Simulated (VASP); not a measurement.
Input of a VASP 6.6.1 run:

INCAR

```
PREC = Accurate
ENCUT = 520
EDIFF = 1E-6
ISMEAR = 0
SIGMA = 0.02
LREAL = F
LASPH = T
NELM = 150
ALGO = Normal
ISIF = 2
LWAVE = F
LCHARG = F
LMAXMIX = 4
LDAU = T
LDAUTYPE = 2
LDAUL = -1 2 -1
LDAUU = 0 4 0
LDAUJ = 0 0 0
LDAUPRINT = 1
GGA = PE
NBANDS = 28
```

KPOINTS

```
Automatic mesh
0
Gamma
  6 6 6
```

POSCAR

```
BaTiO3
1.0
    2.8603720825      1.6514365918      2.3460535864
   -2.8603720825      1.6514365918      2.3460535864
    0.0000000000     -3.3028731837      2.3460535864
Ba Ti O
1 1 3
Direct
    0.0026800193      0.0026800193      0.0026800193
    0.5127992506      0.5127992506      0.5127992506
    0.4903227043      0.4903227043      0.9825753215
    0.4903227043      0.9825753215      0.4903227043
    0.9825753215      0.4903227043      0.4903227043
```

Potentials or basis: VASP PAW PBE potentials, release 64 (Ba_sv, Ti_sv, O).

Launch:

```console
$ cat potpaw_PBE.64/Ba_sv/POTCAR potpaw_PBE.64/Ti_sv/POTCAR potpaw_PBE.64/O/POTCAR > POTCAR
$ mpirun -np 1 vasp_std > vasp.out
```

Q: Predict the largest force.

A: 0.604 eV/Å.

Q: Estimate the band gap on the k mesh.

A: 2.62 eV, indirect (least direct gap 3.03 eV).

Q: What does it give for the pressure?

A: 3.5 GPa.

Forces in eV/Å, atoms in the order of the input:
```
Ba   0.000  0.000 -0.039
Ti   0.000  0.000 -0.604
O    0.000 -0.296  0.214
O   -0.256  0.148  0.214
O    0.256  0.148  0.214
```

Caveat: spin-orbit coupling is left out, which moves the levels of the heavy elements. A k mesh can miss the band edges.
